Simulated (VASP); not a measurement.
Wanted: the native input for a VASP 6.6.1 run.

* Task: single point
* Functional: revPBE
* Dispersion: D3(BJ)
* Potentials or basis: VASP PAW PBE potentials, release 64 (Sn_d)
* Cutoff: 520 eV
* k mesh: 7 × 7 × 7
* Occupations: fermi-dirac, width 0.05 eV
* Spin: no spin polarisation
* Dipole correction: no
* Further INCAR settings: ALGO = Normal; EDIFF = 1e-06; NBANDS = 21

The structure of Sn lies in POSCAR:

```
Sn
1.0
    0.0000000000      3.2775268478      3.2775268478
    3.2775268478      0.0000000000      3.2775268478
    3.2775268478      3.2775268478      0.0000000000
Sn
2
Direct
    0.7500000000      0.7500000000      0.7500000000
    0.5000000000      0.5000000000      0.5000000000
```

One way to write it, as run:

INCAR

```
PREC = Accurate ; ENCUT = 520
EDIFF = 1E-6 ; ISMEAR = -1
SIGMA = 0.05 ; LREAL = F
LASPH = T ; NELM = 60
ALGO = Normal ; ISIF = 2
LWAVE = F ; LCHARG = F
GGA = RE ; IVDW = 12
NBANDS = 21
```

KPOINTS

```
Automatic mesh
0
Gamma
  7 7 7
```

Potentials or basis: VASP PAW PBE potentials, release 64 (Sn_d).

Launch:

```console
$ cat potpaw_PBE.64/Sn_d/POTCAR > POTCAR
$ mpirun -np 1 vasp_std > vasp.out
```

It gave:

The pressure is 0.0 GPa and the band gap on the k mesh is zero (band 14 reaches 5.50 eV, above the bottom of band 15 at 5.44 eV). The dispersion energy per atom is -0.553 eV.

Caveat: the PAW data sets were made with another functional, which shifts forces and pressure a little; spin-orbit coupling is left out, which moves the levels of the heavy elements; pairwise dispersion overbinds metals, which lowers pressure and volume.

It took 15 s on 1 thread of Intel(R) Xeon(R) Platinum 8559C (Emerald Rapids) (shared host), peak memory 0.2 GiB.
